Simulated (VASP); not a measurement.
Runs of VASP 6.6.1 on Nb. The structure is that of space group Im-3m (No. 229), or close to it. The cells are those of the table. 

```csv
level,cell,k mesh,gap on the mesh (eV),pressure (GPa)
r2SCAN,"a = 2.862 Å, angles 109.5°, 1 atom",18 × 18 × 18,none,(b)
r2SCAN,"a = 2.860 Å, angles 109.5°, 1 atom",18 × 18 × 18,none,(a)
PBE,"a = 2.858 Å, angles 109.5°, 1 atom",8 × 8 × 8,none,1.7
PBE,"a = 2.871 Å, angles 109.5°, 1 atom",8 × 8 × 8,none,-0.7
r2SCAN,"a = 2.871 Å, angles 109.5°, 1 atom",18 × 18 × 18,none,-1.8
```

Alike in all rows: task single point; potentials or basis VASP PAW PBE potentials, release 64 (Nb_sv); no spin polarisation; cutoff (eV) 520; smearing gaussian 0.05 eV.

**Question.** Fill in the values left out.

**Answer.** (a) 0.0; (b) -0.2.

Caveats: the PAW data sets were made with another functional, which shifts forces and pressure a little (some runs).

A k mesh can miss the band edges, and the runs leave out spin-orbit coupling on Nb.

A gap of «none» marks levels without a gap at the run's occupations.
